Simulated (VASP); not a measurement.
# RbZn4As3 (P1) in VASP: single point with LDA

Aim: the single point of RbZn4As3 with LDA.

Program: VASP 6.6.1. These are calculated values, not measurements. Logs are shortened: lines on timing, memory, paths and dates and some standing lists are left out, and cuts for length are marked.

### 1 The cell of the first run

The typed cell holds 8 atoms: a = 4.217 Å, b = 4.206 Å, c = 10.555 Å, α = 89.15°, β = 90.18°, γ = 90.47°.

### 2 Single point, LDA

Contents of POSCAR:

```
RbZn4As3
1.0
    4.2174439900     -0.0171732500     -0.0064203300
   -0.0171732500      4.2058894200      0.0313527000
   -0.0159266800      0.0777696200     10.5546066200
Rb Zn As
1 4 3
Direct
    0.9733750000      0.0522500000      0.4930350000
    0.9788920000      0.5390860000      0.1554900000
    0.4934510000      0.9700310000      0.1560840000
    0.0114480000      0.4767400000      0.8451430000
    0.4856560000      0.9871990000      0.8397040000
    0.5148190000      0.4770510000      0.2620670000
    0.5253110000      0.4393940000      0.7200170000
    0.9765840000      0.9711980000      0.9883760000
```

Contents of INCAR.step1:

```
  PREC = Accurate
  ENCUT = 520
  EDIFF = 1E-6
  ISMEAR = -1
  SIGMA = 0.1
  LREAL = False
  LASPH = True
  NELM = 100
  ALGO = Fast
  ISIF = 2
  LWAVE = False
  LCHARG = True
  NBANDS = 46
```

Contents of KPOINTS.step1:

```
Automatic mesh
0
Gamma
  4 4 2
  0 0.5 0
```

Contents of INCAR.step2:

```
  PREC = Accurate
  ENCUT = 520
  EDIFF = 1E-6
  ISMEAR = -5
  SIGMA = 0.1
  LREAL = False
  LASPH = True
  NELM = 100
  ALGO = Fast
  ISIF = 2
  LWAVE = False
  LCHARG = False
  LORBIT = 10
  NEDOS = 2001
  ICHARG = 11
```

Contents of KPOINTS.step2:

```
regular mesh
0
Gamma
  6 6 3
```

Potentials or basis: VASP PAW LDA potentials, release 64 (Rb_sv, Zn, As).

Started as:

```sh
$ cat potpaw_LDA.64/Rb_sv/POTCAR potpaw_LDA.64/Zn/POTCAR potpaw_LDA.64/As/POTCAR > POTCAR
$ cp INCAR.step1 INCAR
$ cp KPOINTS.step1 KPOINTS
$ mpirun -np 1 vasp_std > vasp.out
$ cp INCAR.step2 INCAR
$ cp KPOINTS.step2 KPOINTS
$ mpirun -np 1 vasp_std > vasp.out
```

OUTCAR:

```text
PREC = Accurate
   ENCUT = 520
   EDIFF = 1E-6
   ISMEAR = -5
   LREAL = False
   LASPH = True
   NELM = 100
   ISIF = 2
   LORBIT = 10
   ICHARG = 11

 ion  position               nearest neighbor table
   1  0.973  0.052  0.493-   7 3.49   6 3.57   7 3.72   6 3.77   6 3.95   7 3.96   2 4.08   3 4.10
                             4 4.15   6 4.16   2 4.19   3 4.20   7 4.21   5 4.21   5 4.25   4 4.41
   2  0.979  0.539  0.155-   6 2.27   8 2.51   6 2.54   3 2.75   3 2.82   1 4.08   1 4.19
   3  0.493  0.970  0.156-   6 2.34   6 2.42   8 2.70   2 2.75   8 2.80   2 2.82   1 4.10   1 4.20

   4  0.011  0.477  0.845-   7 2.44   7 2.55   8 2.59   8 2.59   5 2.88   5 2.92   5 3.01   1 4.15
                             1 4.41
   5  0.486  0.987  0.840-   7 2.27   8 2.59   7 2.65   8 2.66   4 2.88   4 2.92   4 3.01   1 4.21
                             1 4.25
   6  0.515  0.477  0.262-   2 2.27   3 2.34   3 2.42   2 2.54   1 3.57   1 3.77   1 3.95   1 4.16

   7  0.525  0.439  0.720-   5 2.27   4 2.44   4 2.55   5 2.65   1 3.49   1 3.72   1 3.96   1 4.21

   8  0.977  0.971  0.988-   2 2.51   4 2.59   4 2.59   5 2.59   5 2.66   3 2.70   3 2.80

  LATTYP: Found a triclinic cell.
 ALAT       =     4.2060413366
 B/A-ratio  =     2.6875609750
 C/A-ratio  =     1.0027204926
 COS(alpha) =     0.0001801346
 COS(beta)  =     0.0081660764
 COS(gamma) =     0.3582392028

  Lattice vectors:

 A1 = (  -0.0171732500,   4.2058894200,   0.0313527000)
 A2 = (  -0.0012465700,   4.1281198000, -10.5232539200)
 A3 = (  -4.2174439900,   0.0171732500,   0.0064203300)

Analysis of symmetry for initial positions (statically):
=====================================================================
 Subroutine PRICEL returns:
 Original cell was already a primitive cell.

 Routine SETGRP: Setting up the symmetry group for a
 triclinic supercell.

 Subroutine GETGRP returns: Found  1 space group operations
 (whereof  1 operations were pure point group operations)
 out of a pool of  2 trial point group operations.

The static configuration has the point symmetry C_1 .

Analysis of symmetry for dynamics (positions and initial velocities):
=====================================================================
 Subroutine PRICEL returns:
 Original cell was already a primitive cell.

 Routine SETGRP: Setting up the symmetry group for a
 triclinic supercell.

 Subroutine GETGRP returns: Found  1 space group operations
 (whereof  1 operations were pure point group operations)
 out of a pool of  2 trial point group operations.

[... 133 lines left out ...]
     AMIX     =   0.40;   BMIX     =  1.00
     AMIX_MAG =   1.60;   BMIX_MAG =  1.00
  volume/ion in A,a.u.               =      23.40       157.92
  Fermi-wavevector in a.u.,A,eV,Ry     =   1.190547  2.249808 19.284932  1.417403
  Thomas-Fermi vector in A             =   2.326629
   LORBIT       =     10    0 simple, 1 ext, 2 COOP (PROOUT), +10 PAW based schemes
   GGA     = CA    functional components
   LHFCALC =     F    Hartree Fock is set to
   AEXX    =    0.0000 exact exchange contribution
   IVDW    =     0    specifies the selected vdW correction
   LEPSILON=     F    determine dielectric tensor
   LRPA    =     F    only Hartree local field effects (RPA)
 non-spin polarized calculation
 RMM-DIIS sequential band-by-band and
 Fermi weights with tetrahedron method with Bloechl corrections
  energy-cutoff  :      520.00
  volume of cell :      187.20
 maximum number of plane-waves:      5060

 number of electron      72.0000000 magnetization

 Free energy of the ion-electron system (eV)
  ---------------------------------------------------
  ext. energy  EPLUGINS =         0.00000000
  ---------------------------------------------------
  free energy    TOTEN  =       -26.12943151 eV

  energy without entropy =      -26.12943151  energy(sigma->0) =      -26.12943151

 E-fermi :   2.2809     XC(G=0):  -9.5686

 val. band max:        2.2791133870   @ k =   0.0000   0.0000   0.0000
 cond. band min:       2.6090523296   @ k =   0.0000   0.0000   0.3333
 fundamental gap:      0.3299389426
 Fermi energy:         2.2809163763

 k-point     1 :       0.0000    0.0000    0.0000
  band No.  band energies     occupation
      1     -25.2032      2.00000
      2     -10.1455      2.00000
      3      -9.7419      2.00000
      4      -9.2658      2.00000
      5      -9.2482      2.00000
      6      -9.0630      2.00000
[... 1093 lines left out ...]
     42       6.2941      0.00000
     43       6.3696      0.00000

 [... further k-points ...]

------------------------ aborting loop because EDIFF is reached ----------------------------------------

  FORCE on cell =-STRESS in cart. coord.  units (eV):
  Direction    XX          YY          ZZ          XY          YZ          ZX
  --------------------------------------------------------------------------------------
  -------------------------------------------------------------------------------------
  Total       -1.6694163     -0.2882888     -0.7194333      0.2351127     -2.6992123     -0.8460596
  in kB      -14.2875590     -2.4672955     -6.1572091      2.0121921    -23.1009819     -7.2409300
  external PRESSURE =      -7.6373545 kB  Pullay stress =       0.0000000 kB

 VOLUME and BASIS-vectors are now :
 -----------------------------------------------------------------------------
  energy-cutoff  :      520.00
  volume of cell :      187.20
      direct lattice vectors                 reciprocal lattice vectors
     4.217443990 -0.017173250 -0.006420330     0.237114906  0.000965560  0.000350687
    -0.017173250  4.205889420  0.031352700     0.000965560  0.237778830 -0.001750571
    -0.015926680  0.077769620 10.554606620     0.000141368 -0.000705740  0.094750773

 POSITION                                       TOTAL-FORCE (eV/Angst)
 -----------------------------------------------------------------------------------
      4.09640      0.24138      5.19918         0.071039     -0.092114      0.100038
      4.11669      2.26262      1.65175         1.248838     -0.116832     -0.970087
      2.06196      4.08351      1.67465        -0.221715      0.629605     -1.023340
      0.02663      2.07065      8.93503         0.229747      0.242355      0.120900
      2.01790      4.20901      8.89058        -0.101938     -1.331024      0.625442
      2.15885      2.01796      2.77767        -1.059595     -0.676502      1.569493
      2.19646      1.89502      7.60990        -0.237495      1.285123     -0.776037
      4.08627      4.14485     10.45610         0.071119      0.059389      0.353591
 -----------------------------------------------------------------------------------
    total drift:                               -0.000315     -0.001020      0.001117

  FREE ENERGIE OF THE ION-ELECTRON SYSTEM (eV)
  ---------------------------------------------------
  free  energy   TOTEN  =       -26.1294315098 eV

  energy  without entropy=      -26.1294315098  energy(sigma->0) =      -26.12943151

 total charge

# of ion       s       p       d       tot
------------------------------------------
    1        1.942   5.325   0.024   7.291
    2        0.599   0.461   9.769  10.828
    3        0.587   0.447   9.768  10.803
    4        0.572   0.441   9.765  10.778
    5        0.592   0.452   9.769  10.813
    6        1.225   1.618   0.033   2.877
    7        1.233   1.576   0.027   2.837
    8        1.226   1.554   0.031   2.811
--------------------------------------------------
tot          7.975  11.875  39.188  59.038
```

It took 3.5 min on 1 thread of Intel Xeon 6975P-C (Granite Rapids), shared host; peak memory 0.47 GiB.

Results:

```
Valence electrons inside the program's atomic spheres : Rb 7.29; Zn 10.83, 10.80, 10.78, 10.81; As 2.88, 2.84, 2.81
```

Levels at points of the mesh, in eV from the valence-band top:
```csv
k point,band 33,band 34,band 35,band 36,band 37,band 38,band 39,band 40
"(0.00, 0.00, 0.00)",-1.80,-0.44,-0.05,0.00,0.34,0.64,1.11,1.31
"(0.50, 0.00, 0.00)",-1.38,-0.97,-0.91,-0.63,0.91,1.26,2.21,2.71
"(0.00, 0.50, 0.00)",-1.37,-1.01,-0.94,-0.60,0.80,1.27,2.24,2.81
"(0.50, 0.50, 0.00)",-2.67,-2.58,-2.37,-1.68,0.50,1.52,1.65,2.57
```
